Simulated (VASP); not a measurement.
A run of VASP 6.6.1 is set up as follows.

The input POSCAR:

```
CdSe
1.0
    4.3000000000      0.0000000000      0.0000000000
   -2.1500000000      3.7239092363      0.0000000000
    0.0000000000      0.0000000000      7.0200000000
Cd Se
2 2
Direct
    0.6666666667      0.3333333333      0.5000000000
    0.3333333333      0.6666666667      0.0000000000
    0.6666666667      0.3333333333      0.8850000000
    0.3333333333      0.6666666667      0.3850000000
```

Contents of INCAR.step1:

```
  ISMEAR = 0
  SIGMA = 0.03
  LWAVE = T
  LCHARG = F
  NBANDS = 32
  PREC = Accurate
  LASPH = T
  LREAL = F
  ALGO = Normal
  EDIFF = 1E-7
  NELM = 120
  GGA_COMPAT = F
  ENCUT = 550
  EFERMI = MIDGAP
  GGA = PE
```

The input INCAR.step2:

```
  METAGGA = MBJ
  ISMEAR = 0
  SIGMA = 0.03
  LWAVE = F
  LCHARG = F
  NBANDS = 32
  PREC = Accurate
  LASPH = T
  LREAL = F
  ALGO = Normal
  EDIFF = 1E-7
  NELM = 120
  GGA_COMPAT = F
  ENCUT = 550
  EFERMI = MIDGAP
  LMIXTAU = T
  ISTART = 1
```

The input KPOINTS:

```
Automatic mesh
0
Gamma
  9 9 5
  0 0 0
```

File KPOINTS_OPT:

```
path GMKGALHA,LM,KH
32
line-mode
reciprocal
 0.0000000000  0.0000000000  0.0000000000  G
 0.5000000000  0.0000000000  0.0000000000  M

 0.5000000000  0.0000000000  0.0000000000  M
 0.3333333333  0.3333333333  0.0000000000  K

 0.3333333333  0.3333333333  0.0000000000  K
 0.0000000000  0.0000000000  0.0000000000  G

 0.0000000000  0.0000000000  0.0000000000  G
 0.0000000000  0.0000000000  0.5000000000  A

 0.0000000000  0.0000000000  0.5000000000  A
 0.5000000000  0.0000000000  0.5000000000  L

 0.5000000000  0.0000000000  0.5000000000  L
 0.3333333333  0.3333333333  0.5000000000  H

 0.3333333333  0.3333333333  0.5000000000  H
 0.0000000000  0.0000000000  0.5000000000  A

 0.5000000000  0.0000000000  0.5000000000  L
 0.5000000000  0.0000000000  0.0000000000  M

 0.3333333333  0.3333333333  0.0000000000  K
 0.3333333333  0.3333333333  0.5000000000  H
```

Potentials or basis: VASP PAW PBE potentials, release 64 (Cd, Se).

Run with:

```sh
$ cat potpaw_PBE.64/Cd/POTCAR potpaw_PBE.64/Se/POTCAR > POTCAR
$ cp INCAR.step1 INCAR
$ mpirun -np 1 vasp_std > vasp.out
$ cp INCAR.step2 INCAR
$ mpirun -np 1 vasp_std > vasp.out
```

**Question.** Predict the band gap along the path.

**Answer.** 2.04 eV.

**Question.** Predict the band gap on the k mesh.

**Answer.** 2.04 eV.

Levels at the corners of the path, in eV from the valence-band top:
| point | band 15 | band 16 | band 17 | band 18 | band 19 | band 20 | band 21 | band 22 |
| --- | --- | --- | --- | --- | --- | --- | --- | --- |
| Γ | -0.64 | -0.02 | 0.00 | 0.00 | 2.04 | 3.25 | 6.72 | 6.72 |
| M | -2.29 | -1.66 | -1.08 | -0.74 | 4.22 | 4.26 | 5.63 | 7.07 |
| M | -2.29 | -1.66 | -1.08 | -0.74 | 4.22 | 4.26 | 5.63 | 7.07 |
| K | -2.73 | -1.60 | -1.60 | -1.58 | 5.30 | 5.61 | 5.61 | 7.77 |
| K | -2.73 | -1.60 | -1.60 | -1.58 | 5.30 | 5.61 | 5.61 | 7.77 |
| Γ | -0.64 | -0.02 | 0.00 | 0.00 | 2.04 | 3.25 | 6.72 | 6.72 |
| Γ | -0.64 | -0.02 | 0.00 | 0.00 | 2.04 | 3.25 | 6.72 | 6.72 |
| A | -0.33 | -0.33 | -0.33 | -0.33 | 3.44 | 3.44 | 6.73 | 6.73 |
| A | -0.33 | -0.33 | -0.33 | -0.33 | 3.44 | 3.44 | 6.73 | 6.73 |
| L | -1.23 | -1.23 | -1.16 | -1.16 | 4.03 | 4.03 | 5.60 | 5.60 |
| L | -1.23 | -1.23 | -1.16 | -1.16 | 4.03 | 4.03 | 5.60 | 5.60 |
| H | -2.20 | -2.20 | -0.96 | -0.96 | 4.75 | 4.75 | 6.79 | 6.79 |
| H | -2.20 | -2.20 | -0.96 | -0.96 | 4.75 | 4.75 | 6.79 | 6.79 |
| A | -0.33 | -0.33 | -0.33 | -0.33 | 3.44 | 3.44 | 6.73 | 6.73 |
| L | -1.23 | -1.23 | -1.16 | -1.16 | 4.03 | 4.03 | 5.60 | 5.60 |
| M | -2.29 | -1.66 | -1.08 | -0.74 | 4.22 | 4.26 | 5.63 | 7.07 |
| K | -2.73 | -1.60 | -1.60 | -1.58 | 5.30 | 5.61 | 5.61 | 7.77 |
| H | -2.20 | -2.20 | -0.96 | -0.96 | 4.75 | 4.75 | 6.79 | 6.79 |
